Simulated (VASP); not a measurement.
# Ti4H in VASP: notebook

The runs below take Ti4H through single point, with PBE.

Program: VASP 6.6.1. These are calculated values, not measurements. Logs are shortened: lines on timing, memory, paths and dates and some standing lists are left out, and cuts for length are marked.

## 1. The cell of the first run

The cell holds a slab with vacuum, 5 atoms: a = 3.255 Å, b = 3.255 Å, c = 20.179 Å, α = 90.00°, β = 90.00°, γ = 90.00°.

## 2. Single point, PBE

The input, INCAR:

```
PREC     = Accurate       # precision mode
ENCUT    = 520            # plane-wave cutoff, eV
EDIFF    = 1E-6           # SCF threshold, eV
ISMEAR   = 0              # smearing method
SIGMA    = 0.1            # smearing width, eV
LREAL    = F              # projectors in reciprocal space
LASPH    = T              # aspherical terms in the spheres
NELM     = 60             # most SCF steps
ALGO     = Normal         # electronic algorithm
ISIF     = 2              # what is computed and relaxed
LWAVE    = F              # write WAVECAR
LCHARG   = F              # write CHGCAR
LDIPOL   = T            
IDIPOL   = 3            
DIPOL    = 0.5 0.5 0.355
GGA      = PE             # functional
NBANDS   = 32             # bands
```

The input, KPOINTS:

```
Automatic mesh
0
Gamma
  8 8 1
```

The input, POSCAR:

```
Ti4H
1.0
    3.2553359259      0.0000000000      0.0000000000
    0.0000000000      3.2553359259      0.0000000000
    0.0000000000      0.0000000000     20.1793674375
Ti H
4 1
Direct
    0.5000000000      0.5000000000      0.1982222690
    0.0000000000      0.0000000000      0.2788822782
    0.5000000000      0.5000000000      0.3551865247
    0.0000000000      0.0000000000      0.4301109767
    0.0000000000      0.1250000000      0.5138901727
```

Potentials or basis: VASP PAW PBE potentials, release 64 (Ti_sv, H).

Command:

```sh
$ cat potpaw_PBE.64/Ti_sv/POTCAR potpaw_PBE.64/H/POTCAR > POTCAR
$ mpirun -np 1 vasp_std > vasp.out
```

OUTCAR:

```text
PREC = Accurate
   ENCUT = 520
   EDIFF = 1E-6
   ISMEAR = 0
   LREAL = F
   LASPH = T
   NELM = 60
   ISIF = 2
   GGA = PE

 ion  position               nearest neighbor table
   1  0.500  0.500  0.198-   2 2.82   2 2.82   2 2.82   2 2.82
   2  0.000  0.000  0.279-   3 2.77   3 2.77   3 2.77   3 2.77   1 2.82   1 2.82   1 2.82   1 2.82

   3  0.500  0.500  0.355-   4 2.75   4 2.75   4 2.75   4 2.75   2 2.77   2 2.77   2 2.77   2 2.77

   4  0.000  0.000  0.430-   5 1.74   3 2.75   3 2.75   3 2.75   3 2.75
   5  0.000  0.125  0.514-   4 1.74

  LATTYP: Found a simple tetragonal cell.
 ALAT       =     3.2553359259
 C/A-ratio  =     6.1988587036

  Lattice vectors:

 A1 = (   3.2553359259,   0.0000000000,   0.0000000000)
 A2 = (   0.0000000000,   3.2553359259,   0.0000000000)
 A3 = (   0.0000000000,   0.0000000000,  20.1793674375)

Analysis of symmetry for initial positions (statically):
=====================================================================
 Subroutine PRICEL returns:
 Original cell was already a primitive cell.

 Routine SETGRP: Setting up the symmetry group for a
 simple tetragonal supercell.

 Subroutine GETGRP returns: Found  2 space group operations
 (whereof  2 operations were pure point group operations)
 out of a pool of 16 trial point group operations.

The static configuration has the point symmetry C_1h.

Analysis of symmetry for dynamics (positions and initial velocities):
=====================================================================
 Subroutine PRICEL returns:
 Original cell was already a primitive cell.

 Routine SETGRP: Setting up the symmetry group for a
 simple tetragonal supercell.

 Subroutine GETGRP returns: Found  2 space group operations
 (whereof  2 operations were pure point group operations)
 out of a pool of 16 trial point group operations.

The dynamic configuration has the point symmetry C_1h.

 Subroutine INISYM returns: Found  2 space group operations
 (whereof  2 operations are pure point group operations),
 and found     1 'primitive' translations

----------------------------------------------------------------------------------------

                                     Primitive cell

  volume of cell :     213.8450

  direct lattice vectors                    reciprocal lattice vectors
     3.255335926  0.000000000  0.000000000     0.307187959  0.000000000  0.000000000
     0.000000000  3.255335926  0.000000000     0.000000000  0.307187959  0.000000000
     0.000000000  0.000000000 20.179367438     0.000000000  0.000000000  0.049555567

  length of vectors
     3.255335926  3.255335926 20.179367438     0.307187959  0.307187959  0.049555567

  position of ions in fractional coordinates (direct lattice)
     0.500000000  0.500000000  0.198222269
     0.000000000  0.000000000  0.278882278
     0.500000000  0.500000000  0.355186525
     0.000000000  0.000000000  0.430110977
     0.000000000  0.125000000  0.513890173

  ion indices of the primitive-cell ions
   primitive index   ion index
                 1           1
                 2           2
                 3           3
                 4           4
                 5           5

----------------------------------------------------------------------------------------

 KPOINTS: Automatic mesh

Automatic generation of k-mesh.
 Grid dimensions read from file:
 generate k-points for:    8    8    1

 Generating k-lattice:

  Cartesian coordinates                     Fractional coordinates (reciprocal lattice)
     0.038398495  0.000000000  0.000000000     0.125000000  0.000000000  0.000000000
     0.000000000  0.038398495  0.000000000     0.000000000  0.125000000  0.000000000
     0.000000000  0.000000000  0.049555567     0.000000000  0.000000000  1.000000000

  Length of vectors
     0.038398495  0.038398495  0.049555567

  Shift w.r.t. Gamma in fractional coordinates (k-lattice)
     0.000000000  0.000000000  0.000000000

 Subroutine IBZKPT returns following result:
 ===========================================

 Found     25 irreducible k-points:

 Following reciprocal coordinates:
            Coordinates               Weight
  0.000000  0.000000  0.000000      1.000000
  0.125000  0.000000  0.000000      2.000000
  0.000000  0.125000  0.000000      2.000000
  0.250000  0.000000  0.000000      2.000000
  0.000000  0.250000  0.000000      2.000000
  0.375000  0.000000  0.000000      2.000000
[... 16 lines left out ...]
  0.500000  0.375000  0.000000      2.000000
 -0.375000  0.500000  0.000000      2.000000
   k-points           NKPTS =     25   k-points in BZ     NKDIM =     25   number of bands    NBANDS=     32
   number of dos      NEDOS =    301   number of ions     NIONS =      5
   total plane-waves  NPLWV =  86400
   dimension x,y,z NGX =    24 NGY =   24 NGZ =  150
   dimension x,y,z NGXF=    48 NGYF=   48 NGZF=  300
   ions per type =               4   1
   NGX,Y,Z   is equivalent  to a cutoff of  12.26, 12.26, 12.36 a.u.
   NGXF,Y,Z  is equivalent  to a cutoff of  24.51, 24.51, 24.72 a.u.
 SYSTEM =  unknown system
   PREC   = accura    normal or accurate (medium, high low for compatibility)
   ISTART =      0    job   : 0-new  1-cont  2-samecut
   ICHARG =      2    charge: 1-file 2-atom 10-const
   ISPIN  =      1    spin polarized calculation?
   LNONCOLLINEAR =      F non collinear calculations
   LSORBIT =      F    spin-orbit coupling
   LASPH  =      T    aspherical Exc in radial PAW
   ENCUT  =  520.0 eV  38.22 Ry    6.18 a.u.   6.05  6.05 37.52*2*pi/ulx,y,z
   NELM   =     60;   NELMIN=  2; NELMDL= -5     # of ELM steps
   EDIFF  = 0.1E-05   stopping-criterion for ELM
   LREAL  =      F    real-space projection
[... 7 lines left out ...]
   TEBEG  =    0.0;   TEEND  =   0.0 temperature during run
   PSTRESS=    0.0 pullay stress
   NELECT =      49.0000    total number of electrons
   NUPDOWN=      -1.0000    fix difference up-down
   EMIN   =  10.00;   EMAX   =-10.00  energy-range for DOS
   EFERMI =   0.00;   METHOD = LEGACY
   ISMEAR =     0;   SIGMA  =   0.10  broadening in eV -4-tet -1-fermi 0-gaus
   EFERMI_NEDOS =   21; number of points for ismear=-14 and -15
   IALGO  =     38    algorithm
   IMIX   =      4    mixing-type and parameters
     AMIX     =   0.40;   BMIX     =  1.00
     AMIX_MAG =   1.60;   BMIX_MAG =  1.00
  volume/ion in A,a.u.               =      42.77       288.62
  Fermi-wavevector in a.u.,A,eV,Ry     =   1.001783  1.893096 13.654397  1.003570
  Thomas-Fermi vector in A             =   2.134228
   LORBIT       =      0    0 simple, 1 ext, 2 COOP (PROOUT), +10 PAW based schemes
   GGA     = PE    functional components
   LHFCALC =     F    Hartree Fock is set to
   AEXX    =    0.0000 exact exchange contribution
   IVDW    =     0    specifies the selected vdW correction
   LEPSILON=     F    determine dielectric tensor
   LRPA    =     F    only Hartree local field effects (RPA)
 non-spin polarized calculation
 Gauss-broadening in eV      SIGMA  =   0.10
  energy-cutoff  :      520.00
  volume of cell :      213.85
 maximum number of plane-waves:      5808
   NGX = 13   NGY = 13   NGZ = 75

 dipolmoment           0.000000      0.000000     -0.162509 electrons x Angstroem

 number of electron      49.0000022 magnetization

 dipolmoment           0.000000      0.000000      0.201738 electrons x Angstroem

 Free energy of the ion-electron system (eV)
  ---------------------------------------------------
  ext. energy  EPLUGINS =         0.00000000
  ---------------------------------------------------
  free energy    TOTEN  =       -31.69282941 eV

  energy without entropy =      -31.64514342  energy(sigma->0) =      -31.66898642

 E-fermi :  -0.5825     XC(G=0):  -4.9099

 val. band max:       -0.5902683366   @ k =   0.0000   0.3750   0.0000
 cond. band min:      -0.5821564111   @ k =  -0.3750   0.5000   0.0000
 fundamental gap:      0.0081119255
 Fermi energy:        -0.5825189854

 k-point     1 :       0.0000    0.0000    0.0000
  band No.  band energies     occupation
      1     -57.6526      2.00000
      2     -57.2534      2.00000
      3     -56.9198      2.00000
      4     -56.7255      2.00000
      5     -34.0040      2.00000
      6     -33.8133      2.00000
[... 24 lines left out ...]
     31       1.1052      0.00000
     32       1.2047      0.00000

 k-point     2 :       0.1250    0.0000    0.0000
  band No.  band energies     occupation
      1     -57.6505      2.00000
      2     -57.2502      2.00000
      3     -56.9156      2.00000
      4     -56.7291      2.00000
      5     -34.0053      2.00000
      6     -33.8339      2.00000
[... 24 lines left out ...]
     31       0.8311      0.00000
     32       1.3336      0.00000

 k-point     3 :       0.0000    0.1250    0.0000
  band No.  band energies     occupation
      1     -57.6505      2.00000
      2     -57.2502      2.00000
      3     -56.9156      2.00000
      4     -56.7291      2.00000
      5     -34.0053      2.00000
      6     -33.8273      2.00000
[... 24 lines left out ...]
     31       0.8217      0.00000
     32       1.3336      0.00000

 k-point     4 :       0.2500    0.0000    0.0000
  band No.  band energies     occupation
      1     -57.6456      2.00000
      2     -57.2425      2.00000
      3     -56.9048      2.00000
      4     -56.7385      2.00000
      5     -34.0093      2.00000
      6     -33.8824      2.00000
[... 24 lines left out ...]
     31       0.7385      0.00000
     32       1.5463      0.00000

 k-point     5 :       0.0000    0.2500    0.0000
  band No.  band energies     occupation
      1     -57.6456      2.00000
      2     -57.2425      2.00000
      3     -56.9048      2.00000
      4     -56.7385      2.00000
      5     -34.0094      2.00000
      6     -33.8758      2.00000
[... 584 lines left out ...]
     31       1.2337      0.00000
     32       1.3779      0.00000

 k-point    22 :       0.3750    0.3750    0.0000
  band No.  band energies     occupation
      1     -57.6318      2.00000
      2     -57.2246      2.00000
      3     -56.8795      2.00000
      4     -56.7463      2.00000
      5     -33.9841      2.00000
      6     -33.9182      2.00000
[... 24 lines left out ...]
     31       1.2533      0.00000
     32       1.2709      0.00000

 k-point    23 :       0.5000    0.3750    0.0000
  band No.  band energies     occupation
      1     -57.6302      2.00000
      2     -57.2228      2.00000
      3     -56.8772      2.00000
      4     -56.7457      2.00000
      5     -33.9779      2.00000
      6     -33.9385      2.00000
[... 24 lines left out ...]
     31       1.3314      0.00000
     32       1.6813      0.00000

 k-point    24 :      -0.3750    0.5000    0.0000
  band No.  band energies     occupation
      1     -57.6302      2.00000
      2     -57.2228      2.00000
      3     -56.8772      2.00000
      4     -56.7457      2.00000
      5     -33.9783      2.00000
      6     -33.9316      2.00000
[... 24 lines left out ...]
     31       1.3372      0.00000
     32       1.7196      0.00000

 [... further k-points ...]

------------------------ aborting loop because EDIFF is reached ----------------------------------------

 vacuum level on the upper side and lower side of the slab       (xc-potential included)         1.644        -1.684

  FORCE on cell =-STRESS in cart. coord.  units (eV):
  Direction    XX          YY          ZZ          XY          YZ          ZX
  --------------------------------------------------------------------------------------
  -------------------------------------------------------------------------------------
  Total       -1.8747120     -2.0771384     -0.1557290      0.0000000      0.7908218      0.0000000
  in kB      -14.0457835    -15.5624095     -1.1667582      0.0000000      5.9250234      0.0000000
  external PRESSURE =     -10.2583171 kB  Pullay stress =       0.0000000 kB

 VOLUME and BASIS-vectors are now :
 -----------------------------------------------------------------------------
  energy-cutoff  :      520.00
  volume of cell :      213.85
      direct lattice vectors                 reciprocal lattice vectors
     3.255335926  0.000000000  0.000000000     0.307187959  0.000000000  0.000000000
     0.000000000  3.255335926  0.000000000     0.000000000  0.307187959  0.000000000
     0.000000000  0.000000000 20.179367438     0.000000000  0.000000000  0.049555567

 POSITION                                       TOTAL-FORCE (eV/Angst)
 -----------------------------------------------------------------------------------
      1.62767      1.62767      4.00000         0.000000     -0.026314      0.682446
      0.00000      0.00000      5.62767         0.000000      0.072611     -0.595832
      1.62767      1.62767      7.16744         0.000000     -0.219529     -0.815245
      0.00000      0.00000      8.67937         0.000000     -0.156462      0.724970
      0.00000      0.40692     10.36998         0.000000      0.329694      0.003660
 -----------------------------------------------------------------------------------
    total drift:                                0.000000     -0.000010     -0.000062

  FREE ENERGIE OF THE ION-ELECTRON SYSTEM (eV)
  ---------------------------------------------------
  free  energy   TOTEN  =       -31.6928294134 eV

  energy  without entropy=      -31.6451434208  energy(sigma->0) =      -31.66898642

 vacuum level on the upper side and lower side of the slab         6.044         2.509
```

Run time: 2.4 min. Hardware: 1 thread of Intel Xeon 6975P-C (Granite Rapids), shared host; peak memory 0.35 GiB.

What came out:

```yaml
Free_energy: -31.6928 eV
Largest_force: 0.844 eV/Å
```

Forces in eV/Å, atoms in the order of the input:
```
Ti   0.000 -0.026  0.682
Ti   0.000  0.073 -0.596
Ti   0.000 -0.220 -0.815
Ti   0.000 -0.156  0.725
H    0.000  0.330  0.004
```

Levels at points of the mesh, in eV from the Fermi level:
```tsv
k point	band 22	band 23	band 24	band 25	band 26	band 27	band 28	band 29
(0.00, 0.00, 0.00)	-1.43	-0.83	0.20	0.76	0.92	0.92	1.05	1.17
(0.50, 0.00, 0.00)	-0.30	-0.15	-0.15	-0.12	0.74	0.77	0.84	0.90
(0.00, 0.50, 0.00)	-0.31	-0.18	-0.16	-0.05	0.62	0.84	0.84	1.08
(0.50, 0.50, 0.00)	-0.66	-0.46	-0.34	-0.30	-0.05	0.11	1.91	1.92
```

(Continued in part 2 of 2.)
